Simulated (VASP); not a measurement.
# Ta (Fm-3m) in VASP: a series of runs, part 3 of 3

VASP 6.6.1. The steps go on from the part before.

### 6 Single point, LDA

This run uses another cell than the first one, of 17.76 Å³/atom, 0.962 times its volume.

File INCAR:

```
SYSTEM = Ta
PREC = Accurate
ENCUT = 520
EDIFF = 1E-6
ISMEAR = -1
SIGMA = 0.1
LREAL = .False.
LASPH = .True.
NELM = 100
ALGO = Normal
ISIF = 2
LWAVE = .False.
LCHARG = .False.
NBANDS = 12
```

File KPOINTS:

```
regular mesh
0
Gamma
  21 21 21
  0 0 0
```

File POSCAR:

```
Ta
1.0
    0.0000000000      2.0707127538      2.0707127538
    2.0707127538      0.0000000000      2.0707127538
    2.0707127538      2.0707127538      0.0000000000
Ta
1
Direct
    0.0000000000      0.0000000000      0.0000000000
```

Potentials or basis: VASP PAW LDA potentials, release 64 (Ta_pv).

The run is started by

```
$ cat potpaw_LDA.64/Ta_pv/POTCAR > POTCAR
$ mpirun -np 1 vasp_std > vasp.out
```

OUTCAR:

```text
SYSTEM = Ta
   PREC = Accurate
   ENCUT = 520
   EDIFF = 1E-6
   ISMEAR = -1
   LREAL = .False.
   LASPH = .True.
   NELM = 100
   ISIF = 2

 ion  position               nearest neighbor table
   1  0.000  0.000  0.000-

  LATTYP: Found a face centered cubic cell.
 ALAT       =     4.1414255076

  Lattice vectors:

 A1 = (   0.0000000000,   2.0707127538,   2.0707127538)
 A2 = (   2.0707127538,   0.0000000000,   2.0707127538)
 A3 = (   2.0707127538,   2.0707127538,   0.0000000000)

Analysis of symmetry for initial positions (statically):
=====================================================================
 Subroutine PRICEL returns:
 Original cell was already a primitive cell.

 Routine SETGRP: Setting up the symmetry group for a
 face centered cubic supercell.

 Subroutine GETGRP returns: Found 48 space group operations
 (whereof 48 operations were pure point group operations)
 out of a pool of 48 trial point group operations.

The static configuration has the point symmetry O_h .

Analysis of symmetry for dynamics (positions and initial velocities):
=====================================================================
 Subroutine PRICEL returns:
 Original cell was already a primitive cell.

 Routine SETGRP: Setting up the symmetry group for a
 face centered cubic supercell.

 Subroutine GETGRP returns: Found 48 space group operations
 (whereof 48 operations were pure point group operations)
 out of a pool of 48 trial point group operations.

The dynamic configuration has the point symmetry O_h .

 Subroutine INISYM returns: Found 48 space group operations
 (whereof 48 operations are pure point group operations),
 and found     1 'primitive' translations

----------------------------------------------------------------------------------------

                                     Primitive cell

  volume of cell :      17.7578

  direct lattice vectors                    reciprocal lattice vectors
     0.000000000  2.070712754  2.070712754    -0.241462752  0.241462752  0.241462752
     2.070712754  0.000000000  2.070712754     0.241462752 -0.241462752  0.241462752
     2.070712754  2.070712754  0.000000000     0.241462752  0.241462752 -0.241462752

  length of vectors
     2.928430060  2.928430060  2.928430060     0.418225754  0.418225754  0.418225754

  position of ions in fractional coordinates (direct lattice)
     0.000000000  0.000000000  0.000000000

  ion indices of the primitive-cell ions
   primitive index   ion index
                 1           1

----------------------------------------------------------------------------------------

 KPOINTS: regular mesh

Automatic generation of k-mesh.
 Grid dimensions read from file:
 generate k-points for:   21   21   21

 Generating k-lattice:

  Cartesian coordinates                     Fractional coordinates (reciprocal lattice)
    -0.011498226  0.011498226  0.011498226     0.047619048  0.000000000  0.000000000
     0.011498226 -0.011498226  0.011498226     0.000000000  0.047619048  0.000000000
     0.011498226  0.011498226 -0.011498226     0.000000000  0.000000000  0.047619048

  Length of vectors
     0.019915512  0.019915512  0.019915512

  Shift w.r.t. Gamma in fractional coordinates (k-lattice)
     0.000000000  0.000000000  0.000000000

 Subroutine IBZKPT returns following result:
 ===========================================

 Found    286 irreducible k-points:

 Following reciprocal coordinates:
            Coordinates               Weight
  0.000000  0.000000  0.000000      1.000000
  0.047619  0.000000  0.000000      8.000000
  0.095238  0.000000  0.000000      8.000000
  0.142857  0.000000  0.000000      8.000000
  0.190476  0.000000  0.000000      8.000000
  0.238095  0.000000  0.000000      8.000000
[... 16 lines left out ...]
 -0.428571  0.047619  0.000000     24.000000
 -0.380952  0.047619  0.000000     24.000000
 [... further k-points ...]
   k-points           NKPTS =    286   k-points in BZ     NKDIM =    286   number of bands    NBANDS=     12
   number of dos      NEDOS =    301   number of ions     NIONS =      1
   total plane-waves  NPLWV =  13824
   dimension x,y,z NGX =    24 NGY =   24 NGZ =   24
   dimension x,y,z NGXF=    48 NGYF=   48 NGZF=   48
   ions per type =               1
   NGX,Y,Z   is equivalent  to a cutoff of  13.62, 13.62, 13.62 a.u.
   NGXF,Y,Z  is equivalent  to a cutoff of  27.25, 27.25, 27.25 a.u.
 SYSTEM =  Ta
   PREC   = accura    normal or accurate (medium, high low for compatibility)
   ISTART =      0    job   : 0-new  1-cont  2-samecut
   ICHARG =      2    charge: 1-file 2-atom 10-const
   ISPIN  =      1    spin polarized calculation?
   LNONCOLLINEAR =      F non collinear calculations
   LSORBIT =      F    spin-orbit coupling
   LASPH  =      T    aspherical Exc in radial PAW
   ENCUT  =  520.0 eV  38.22 Ry    6.18 a.u.   5.44  5.44  5.44*2*pi/ulx,y,z
   NELM   =    100;   NELMIN=  2; NELMDL= -5     # of ELM steps
   EDIFF  = 0.1E-05   stopping-criterion for ELM
   LREAL  =      F    real-space projection
   EDIFFG = 0.1E-04   stopping-criterion for IOM
   NSW    =      0    number of steps for IOM
   IBRION =     -1    ionic relax: 0-MD 1-quasi-New 2-CG
   NFREE  =      0    steps in history (QN), initial steepest desc. (CG)
   ISIF   =      2    stress and relaxation
   ISYM   =      2    0-nonsym 1-usesym 2-fastsym
   POTIM  = 0.5000    time-step for ionic-motion
   TEBEG  =    0.0;   TEEND  =   0.0 temperature during run
   PSTRESS=    0.0 pullay stress
   NELECT =      11.0000    total number of electrons
   NUPDOWN=      -1.0000    fix difference up-down
   EMIN   =  10.00;   EMAX   =-10.00  energy-range for DOS
   EFERMI =   0.00;   METHOD = LEGACY
   ISMEAR =    -1;   SIGMA  =   0.10  broadening in eV -4-tet -1-fermi 0-gaus
   EFERMI_NEDOS =   21; number of points for ismear=-14 and -15
   IALGO  =     38    algorithm
   IMIX   =      4    mixing-type and parameters
     AMIX     =   0.40;   BMIX     =  1.00
     AMIX_MAG =   1.60;   BMIX_MAG =  1.00
  volume/ion in A,a.u.               =      17.76       119.84
  Fermi-wavevector in a.u.,A,eV,Ry     =   1.395541  2.637190 26.497810  1.947534
  Thomas-Fermi vector in A             =   2.518983
   LORBIT       =      0    0 simple, 1 ext, 2 COOP (PROOUT), +10 PAW based schemes
   GGA     = CA    functional components
   LHFCALC =     F    Hartree Fock is set to
   AEXX    =    0.0000 exact exchange contribution
   IVDW    =     0    specifies the selected vdW correction
   LEPSILON=     F    determine dielectric tensor
   LRPA    =     F    only Hartree local field effects (RPA)
 non-spin polarized calculation
  energy-cutoff  :      520.00
  volume of cell :       17.76
 maximum number of plane-waves:       531
 NGX is ok and might be reduce to    24
   NGX = 11   NGY = 11   NGZ = 11

 number of electron      11.0000000 magnetization

 Free energy of the ion-electron system (eV)
  ---------------------------------------------------
  ext. energy  EPLUGINS =         0.00000000
  ---------------------------------------------------
  free energy    TOTEN  =       -12.55715977 eV

  energy without entropy =      -12.51795636  energy(sigma->0) =      -12.53755807

 E-fermi :   5.9192     XC(G=0): -12.8704

 val. band max:        5.9125860151   @ k =  -0.4286   0.2857   0.0000
 cond. band min:       5.9233379973   @ k =  -0.4762   0.1905   0.0000
 fundamental gap:      0.0107519822
 Fermi energy:         5.9192073469

 k-point     1 :       0.0000    0.0000    0.0000
  band No.  band energies     occupation
      1     -27.3379      2.00000
      2     -27.3379      2.00000
      3     -27.3379      2.00000
      4      -2.3795      2.00000
      5       6.2747      0.05558
      6       6.2747      0.05558
      7       6.2747      0.05558
      8       9.4685      0.00000
      9       9.4685      0.00000
     10      18.6230      0.00000
     11      19.2178      0.00000
     12      23.6867      0.00000

 k-point     2 :       0.0476    0.0000    0.0000
  band No.  band energies     occupation
      1     -27.3681      2.00000
      2     -27.3417      2.00000
      3     -27.3416      2.00000
      4      -2.2807      2.00000
      5       6.1898      0.12530
      6       6.3223      0.03491
      7       6.3223      0.03491
      8       9.4199      0.00000
      9       9.4199      0.00000
     10      18.8304      0.00000
     11      19.2177      0.00000
     12      23.1715      0.00000
[... 316 lines left out ...]
 k-point    24 :      -0.3810    0.0476    0.0000
  band No.  band energies     occupation
      1     -28.4606      2.00000
      2     -27.5164      2.00000
      3     -27.4811      2.00000
      4       1.0545      2.00000
      5       5.9371      0.91080
      6       6.1954      0.11883
      7       6.2295      0.08600
      8      10.9991      0.00000
      9      11.7585      0.00000
     10      17.1493      0.00000
     11      19.2122      0.00000
     12      19.8054      0.00000

 [... further k-points ...]
[... 5 lines left out ...]
  --------------------------------------------------------------------------------------
  -------------------------------------------------------------------------------------
  Total        0.0912077      0.0912077      0.0912077      0.0000000      0.0000000      0.0000000
  in kB        8.2290996      8.2290996      8.2290996      0.0000000      0.0000000      0.0000000
  external PRESSURE =       8.2290996 kB  Pullay stress =       0.0000000 kB

 VOLUME and BASIS-vectors are now :
 -----------------------------------------------------------------------------
  energy-cutoff  :      520.00
  volume of cell :       17.76
      direct lattice vectors                 reciprocal lattice vectors
     0.000000000  2.070712754  2.070712754    -0.241462752  0.241462752  0.241462752
     2.070712754  0.000000000  2.070712754     0.241462752 -0.241462752  0.241462752
     2.070712754  2.070712754  0.000000000     0.241462752  0.241462752 -0.241462752

 POSITION                                       TOTAL-FORCE (eV/Angst)
 -----------------------------------------------------------------------------------
      0.00000      0.00000      0.00000         0.000000      0.000000      0.000000
 -----------------------------------------------------------------------------------
    total drift:                               -0.000000      0.000000     -0.000000

  FREE ENERGIE OF THE ION-ELECTRON SYSTEM (eV)
  ---------------------------------------------------
  free  energy   TOTEN  =       -12.5571597732 eV

  energy  without entropy=      -12.5179563619  energy(sigma->0) =      -12.53755807
```

stdout:

```text
POSCAR found type information on POSCAR Ta
 POSCAR found :  1 types and       1 ions
 scaLAPACK will be used
 LDA part: xc-table for (Slater(with rela. corr.)+CA(PZ))
 , standard interpolation
 POSCAR, INCAR and KPOINTS ok, starting setup
 FFT: planning ... GRIDC
 FFT: planning ... GRID_SOFT
 FFT: planning ... GRID
 WAVECAR not read
 entering main loop
```

Run time: 67 s. Hardware: 1 thread of Intel Xeon 8259CL, shared host; peak memory 0.18 GiB.

Results:

* Free energy: -12.5572 eV
* Pressure: 0.8 GPa

Caveat: spin-orbit coupling is left out, which moves the levels of the heavy elements.

### 7 Overview

| task | cell | k mesh | cutoff (eV) | gap on the mesh (eV) | pressure (GPa) |
| --- | --- | --- | --- | --- | --- |
| single point | a = 2.967 Å, angles 60.0°, 1 atom | 15 × 15 × 15 | 520 | none | -6.9 |
| single point | a = 3.005 Å, angles 60.0°, 1 atom | 15 × 15 × 15 | 520 | none | -13.4 |
| single point | a = 3.041 Å, angles 60.0°, 1 atom | 15 × 15 × 15 | 520 | none | -18.7 |
| relaxation of cell and atoms | relaxed from a = 2.945 Å, angles 60.0°, 1 atom | 13 × 13 × 13 | 600 | none | 0.0 |
| single point | a = 2.928 Å, angles 60.0°, 1 atom | 21 × 21 × 21 | 520 | none | 0.8 |

Alike in all rows: level LDA; potentials or basis VASP PAW LDA potentials, release 64 (Ta_pv); no spin polarisation; smearing fermi-dirac 0.1 eV.

Caveats: spin-orbit coupling is left out, which moves the levels of the heavy elements.

Absolute energies hang on the potentials; compare differences alone.
